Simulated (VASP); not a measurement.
A run of VASP 6.6.1:

INCAR

```
ALGO     = Normal         # electronic algorithm
EDIFF    = 1E-6           # SCF threshold, eV
EDIFFG   = -0.08          # ionic threshold
ENCUT    = 600            # plane-wave cutoff, eV
GGA      = PE             # functional
IBRION   = 2              # ionic algorithm
ISIF     = 3              # what is computed and relaxed
ISMEAR   = 0              # smearing method
ISPIN    = 2              # spin polarisation
LASPH    = T              # aspherical terms in the spheres
LCHARG   = F              # write CHGCAR
LMAXMIX  = 4              # l up to which the mixer works
LORBIT   = 11             # projections on sites
LREAL    = F              # projectors in reciprocal space
LWAVE    = F              # write WAVECAR
MAGMOM   = 1 1 0 0 0 0    # initial moments
NELM     = 150            # most SCF steps
NSW      = 36             # ionic steps
PREC     = Accurate       # precision mode
SIGMA    = 0.15           # smearing width, eV
```

KPOINTS

```
k-points
0
Gamma
  2 2 3
```

POSCAR

```
TiMoSe4
1.0
    5.8841265400      0.0000000000      0.0000000000
    0.0000000000      5.8841265400      0.0000000000
    0.0000000000      0.0000000000      4.3179705600
Ti Mo Se
1 1 4
Direct
    0.0000000000      0.0000000000      0.5000000000
    0.5000000000      0.5000000000      0.5000000000
    0.7957686100      0.5000000000      0.0000000000
    0.2042313900      0.5000000000      0.0000000000
    0.5000000000      0.7957686100      0.0000000000
    0.5000000000      0.2042313900      0.0000000000
```

Potentials or basis: VASP PAW PBE potentials, release 64 (Ti_sv, Mo_sv, Se).

Command:

```console
$ cat potpaw_PBE.64/Ti_sv/POTCAR potpaw_PBE.64/Mo_sv/POTCAR potpaw_PBE.64/Se/POTCAR > POTCAR
$ mpirun -np 1 vasp_std > vasp.out
```

Hardware: 1 thread of Intel(R) Xeon(R) Platinum 8375C CPU @ 2.90GHz (Ice Lake), on a shared host.

Task: Estimate the wall time of this run.

Result: Wall time 29 min on 1 thread of Intel(R) Xeon(R) Platinum 8375C CPU @ 2.90GHz (Ice Lake) (shared host), peak memory 0.38 GiB. Counts: scf iterations 368, k points 6, ion steps 17.
